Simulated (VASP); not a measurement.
# PbCSe3 (Pm-3m) in VASP: vibrations by perturbation theory with PBEsol

Aim: the vibrations by perturbation theory of PbCSe3 with PBEsol.

All numbers are computed with VASP 6.6.1; they aren't measurements. Logs are shortened: lines on timing, memory, paths and dates and some standing lists are left out, and cuts for length are marked.

## 1. The cell of the first run

Symmetry: Pm-3m, No. 221, cubic system. Conventional cell: a = 4.393 Å, b = 4.393 Å, c = 4.393 Å, α = 90.00°, β = 90.00°, γ = 90.00°. Pb (site symmetry m-3m) has 12 Se at 3.11 Å and 8 C at 3.80 Å within 4.1 Å. Within 2.9 Å of C (site symmetry m-3m) lie 6 Se at 2.20 Å. Se (site symmetry 4/mmm) has 2 C at 2.20 Å within 2.9 Å.

## 2. Vibrations by perturbation theory, PBEsol

Contents of INCAR:

```
SYSTEM = PbCSe3
ALGO     = Normal         ! electronic algorithm
EDIFF    = 1E-8           ! SCF threshold, eV
ENCUT    = 520            ! plane-wave cutoff, eV
GGA      = PS             ! functional
IBRION   = 8              ! ionic algorithm
ISIF     = 2              ! what is computed and relaxed
ISMEAR   = -1             ! smearing method
LASPH    = .TRUE.         ! aspherical terms in the spheres
LCHARG   = .FALSE.        ! write CHGCAR
LREAL    = .FALSE.        ! projectors in reciprocal space
LWAVE    = .FALSE.        ! write WAVECAR
NBANDS   = 26             ! bands
NELM     = 80             ! most SCF steps
NSW      = 1              ! ionic steps
PREC     = Accurate       ! precision mode
SIGMA    = 0.15           ! smearing width, eV
```

Contents of KPOINTS:

```
k-points
0
G
  8 8 8
  0 0 0
```

Contents of POSCAR:

```
PbCSe3
1.0
    4.3931000000      0.0000000000      0.0000000000
    0.0000000000      4.3931000000      0.0000000000
    0.0000000000      0.0000000000      4.3931000000
Pb C Se
1 1 3
Direct
    0.0000000000      0.0000000000      0.0000000000
    0.5000000000      0.5000000000      0.5000000000
    0.5000000000      0.5000000000      0.0000000000
    0.5000000000      0.0000000000      0.5000000000
    0.0000000000      0.5000000000      0.5000000000
```

Potentials or basis: VASP PAW PBE potentials, release 64 (Pb_d, C, Se).

The run is started by

```console
$ cat potpaw_PBE.64/Pb_d/POTCAR potpaw_PBE.64/C/POTCAR potpaw_PBE.64/Se/POTCAR > POTCAR
$ mpirun -np 1 vasp_std > vasp.out
```

OUTCAR:

```text
SYSTEM = PbCSe3
   EDIFF = 1E-8
   ENCUT = 520
   GGA = PS
   IBRION = 8
   ISIF = 2
   ISMEAR = -1
   LASPH = .TRUE.
   LREAL = .FALSE.
   NELM = 80
   NSW = 1
   PREC = Accurate

 ion  position               nearest neighbor table
   1  0.000  0.000  0.000-   3 3.11   4 3.11   5 3.11   4 3.11   5 3.11   3 3.11   5 3.11   5 3.11
                             3 3.11   4 3.11   4 3.11   3 3.11
   2  0.500  0.500  0.500-   3 2.20   4 2.20   5 2.20   3 2.20   4 2.20   5 2.20
   3  0.500  0.500  0.000-   2 2.20   2 2.20   1 3.11   1 3.11   1 3.11   1 3.11
   4  0.500  0.000  0.500-   2 2.20   2 2.20   1 3.11   1 3.11   1 3.11   1 3.11
   5  0.000  0.500  0.500-   2 2.20   2 2.20   1 3.11   1 3.11   1 3.11   1 3.11

  LATTYP: Found a simple cubic cell.
 ALAT       =     4.3931000000

  Lattice vectors:

 A1 = (   4.3931000000,   0.0000000000,   0.0000000000)
 A2 = (   0.0000000000,   4.3931000000,   0.0000000000)
 A3 = (   0.0000000000,   0.0000000000,   4.3931000000)

Analysis of symmetry for initial positions (statically):
=====================================================================
 Subroutine PRICEL returns:
 Original cell was already a primitive cell.

 Routine SETGRP: Setting up the symmetry group for a
 simple cubic supercell.

 Subroutine GETGRP returns: Found 48 space group operations
 (whereof 48 operations were pure point group operations)
 out of a pool of 48 trial point group operations.

The static configuration has the point symmetry O_h .

Analysis of symmetry for dynamics (positions and initial velocities):
=====================================================================
 Subroutine PRICEL returns:
 Original cell was already a primitive cell.

 Routine SETGRP: Setting up the symmetry group for a
 simple cubic supercell.

 Subroutine GETGRP returns: Found 48 space group operations
 (whereof 48 operations were pure point group operations)
 out of a pool of 48 trial point group operations.

The dynamic configuration has the point symmetry O_h .

 Subroutine INISYM returns: Found 48 space group operations
 (whereof 48 operations are pure point group operations),
 and found     1 'primitive' translations

----------------------------------------------------------------------------------------

                                     Primitive cell

  volume of cell :      84.7839

  direct lattice vectors                    reciprocal lattice vectors
     4.393100000  0.000000000  0.000000000     0.227629692  0.000000000  0.000000000
     0.000000000  4.393100000  0.000000000     0.000000000  0.227629692  0.000000000
     0.000000000  0.000000000  4.393100000     0.000000000  0.000000000  0.227629692

  length of vectors
     4.393100000  4.393100000  4.393100000     0.227629692  0.227629692  0.227629692

  position of ions in fractional coordinates (direct lattice)
     0.000000000  0.000000000  0.000000000
[... 843 lines left out ...]
  --------------------------------------------------------------------------------------
  -------------------------------------------------------------------------------------
  Total        5.4247168      5.4247168      5.4247168     -0.0000000     -0.0000000     -0.0000000
  in kB      102.5119241    102.5119241    102.5119241     -0.0000000     -0.0000000     -0.0000000
  external PRESSURE =     102.5119241 kB  Pullay stress =       0.0000000 kB

 VOLUME and BASIS-vectors are now :
 -----------------------------------------------------------------------------
  energy-cutoff  :      520.00
  volume of cell :       84.78
      direct lattice vectors                 reciprocal lattice vectors
     4.393100000  0.000000000  0.000000000     0.227629692  0.000000000  0.000000000
     0.000000000  4.393100000  0.000000000     0.000000000  0.227629692  0.000000000
     0.000000000  0.000000000  4.393100000     0.000000000  0.000000000  0.227629692

 POSITION                                       TOTAL-FORCE (eV/Angst)
 -----------------------------------------------------------------------------------
      0.00000      0.00000      0.00000         0.000000      0.000000      0.000000
      2.19655      2.19655      2.19655         0.000000      0.000000      0.000000
      2.19655      2.19655      0.00000         0.000000      0.000000      0.000000
      2.19655      0.00000      2.19655         0.000000      0.000000      0.000000
      0.00000      2.19655      2.19655         0.000000      0.000000      0.000000
 -----------------------------------------------------------------------------------
    total drift:                               -0.000000      0.000000      0.000000

  FREE ENERGIE OF THE ION-ELECTRON SYSTEM (eV)
  ---------------------------------------------------
  free  energy   TOTEN  =       -21.5140047249 eV

  energy  without entropy=      -21.2963729544  energy(sigma->0) =      -21.40518884

[... ionic steps 2 to 9 ...]

--------------------------------------- Ionic step       10  -------------------------------------------

------------------------ aborting loop because EDIFF is reached ----------------------------------------

[... ionic steps 11 to 11 ...]

--------------------------------------- Ionic step       12  -------------------------------------------

 Free energy of the ion-electron system (eV)
  ---------------------------------------------------
  ---------------------------------------------------
  free energy    TOTEN  =        -0.08378463 eV

  energy without entropy =       -0.08378468

------------------------ aborting loop because EDIFF is reached ----------------------------------------

 INTERNAL STRAIN TENSOR  FOR ION    3  DIRECTION 3   (eV/Angst):
 -----------------------------------------------------------------------------
    -0.01656  0.00000  0.00000
     0.00000 -0.01656 -0.00000
    -0.00000  0.00000  0.04748

 INTERNAL STRAIN TENSOR FOR ION    5 for displacements in x,y,z  (eV/Angst):
          X           Y           Z          XY          YZ          ZX
  --------------------------------------------------------------------------------
  x     0.00000     0.00000     0.00000     0.00000     0.00000     0.00000
  y     0.00000     0.00000     0.00000     0.00000     0.00000     0.00000
  z     0.00000     0.00000     0.00000     0.00000     0.00000     0.00000

 SECOND DERIVATIVES (NOT SYMMETRIZED)
 ------------------------------------
               1X          1Y          1Z          2X          2Y          2Z          3X          3Y          3Z          4X          4Y          4Z          5X          5Y          5Z
  1X    -2.475586   -0.000000    0.000000    0.313019    0.000000    0.000000    1.450412   -0.000000    0.000000    1.450412    0.000000    0.000000   -0.738258   -0.000000   -0.000000
  1Y    -0.000000   -2.475586    0.000000    0.000000    0.313019    0.000000   -0.000000    1.450412    0.000000    0.000000   -0.738258   -0.000000    0.000000    1.450412    0.000000
  1Z     0.000000    0.000000   -2.475586   -0.000000   -0.000000    0.313019   -0.000000   -0.000000   -0.738258    0.000000    0.000000    1.450412    0.000000    0.000000    1.450412
  2X     0.320132    0.000000    0.000000   15.240113    0.000000   -0.000000   -0.820746   -0.000000    0.000000   -0.820746    0.000000   -0.000000  -13.918752    0.000000    0.000000
  2Y     0.000000    0.320132   -0.000000    0.000000   15.240113   -0.000000   -0.000000   -0.820746    0.000000    0.000000  -13.918752    0.000000    0.000000   -0.820746   -0.000000
  2Z    -0.000000   -0.000000    0.320132   -0.000000   -0.000000   15.240113    0.000000    0.000000  -13.918752   -0.000000    0.000000   -0.820746    0.000000   -0.000000   -0.820746
  3X     1.456585    0.000000    0.000000   -0.823199    0.000000    0.000000   -3.925499    0.000000    0.000000   -0.096678    0.000000    0.000000    3.388791    0.000000    0.000000
  3Y     0.000000    1.456585    0.000000    0.000000   -0.823199    0.000000    0.000000   -3.925499    0.000000    0.000000    3.388791    0.000000    0.000000   -0.096678    0.000000
  3Z    -0.000000    0.000000   -0.730464    0.000000    0.000000  -13.918940    0.000000    0.000000    7.874610    0.000000   -0.000000    3.387397   -0.000000   -0.000000    3.387397
  4X     1.456585    0.000000    0.000000   -0.823199    0.000000    0.000000   -0.096678    0.000000    0.000000   -3.925499    0.000000    0.000000    3.388791    0.000000    0.000000
  4Y     0.000000   -0.730464   -0.000000   -0.000000  -13.918940    0.000000    0.000000    3.387397   -0.000000    0.000000    7.874610    0.000000   -0.000000    3.387397    0.000000
  4Z     0.000000    0.000000    1.456585    0.000000    0.000000   -0.823199    0.000000    0.000000    3.388791    0.000000    0.000000   -3.925499    0.000000    0.000000   -0.096678
  5X    -0.730464    0.000000    0.000000  -13.918940   -0.000000    0.000000    3.387397    0.000000   -0.000000    3.387397   -0.000000   -0.000000    7.874610    0.000000   -0.000000
  5Y     0.000000    1.456585    0.000000    0.000000   -0.823199    0.000000    0.000000   -0.096678    0.000000    0.000000    3.388791    0.000000    0.000000   -3.925499    0.000000
  5Z     0.000000    0.000000    1.456585    0.000000    0.000000   -0.823199    0.000000    0.000000    3.388791    0.000000    0.000000   -0.096678    0.000000    0.000000   -3.925499

 Eigenvectors and eigenvalues of the dynamical matrix
 ----------------------------------------------------

   1 f  =    4.973236 THz    31.247763 2PiTHz  165.889297 cm-1    20.567642 meV
             X         Y         Z           dx          dy          dz
      0.000000  0.000000  0.000000     0.097564    0.112751   -0.042932
      2.196550  2.196550  2.196550     0.125317    0.144823   -0.055144
      2.196550  2.196550  0.000000    -0.312501   -0.361144   -0.184002
      2.196550  0.000000  2.196550    -0.312501    0.483237    0.137512
      0.000000  2.196550  2.196550     0.418149   -0.361144    0.137512
[... 105 lines left out ...]
  15 f/i=   18.664022 THz   117.269511 2PiTHz  622.564773 cm-1    77.188160 meV
             X         Y         Z           dx          dy          dz
      0.000000  0.000000  0.000000    -0.000000   -0.000000   -0.005050
      2.196550  2.196550  2.196550    -0.000000    0.000000   -0.945288
      2.196550  2.196550  0.000000     0.000000   -0.000000    0.324042
      2.196550  0.000000  2.196550     0.000000   -0.000000    0.026471
      0.000000  2.196550  2.196550     0.000000   -0.000000    0.026471

--------------------------------------------------------------------------------------------------------

 ELASTIC MODULI CONTR FROM IONIC RELAXATION (kBar)
 Direction    XX          YY          ZZ          XY          YZ          ZX
 --------------------------------------------------------------------------------
 XX           0.0000      0.0000      0.0000      0.0000      0.0000      0.0000
 YY           0.0000      0.0000      0.0000      0.0000      0.0000      0.0000
 ZZ           0.0000      0.0000      0.0000      0.0000      0.0000      0.0000
 XY           0.0000      0.0000      0.0000      0.0000      0.0000      0.0000
 YZ           0.0000      0.0000      0.0000      0.0000      0.0000      0.0000
 ZX           0.0000      0.0000      0.0000      0.0000      0.0000      0.0000
 --------------------------------------------------------------------------------
```

Wall time 54 min (1 thread of Intel Xeon 8259CL, shared host); peak memory 0.67 GiB.

Results:

- Highest phonon frequency at Γ, LO-TO splitting left out: 166 cm⁻¹
- Most unstable mode: 623i cm⁻¹

Phonon frequencies in cm⁻¹ (negative: imaginary):
```tsv
q point	frequencies
(0.000, 0.000, 0.000)	-623 -623 -623 0 0 0 71 71 71 115 115 115 166 166 166
```

Caveat: the cell stands under pressure or tension, which shifts response properties; some modes are imaginary; the PAW data sets were made with another functional, which shifts forces and pressure a little; spin-orbit coupling is left out, which moves the levels of the heavy elements.
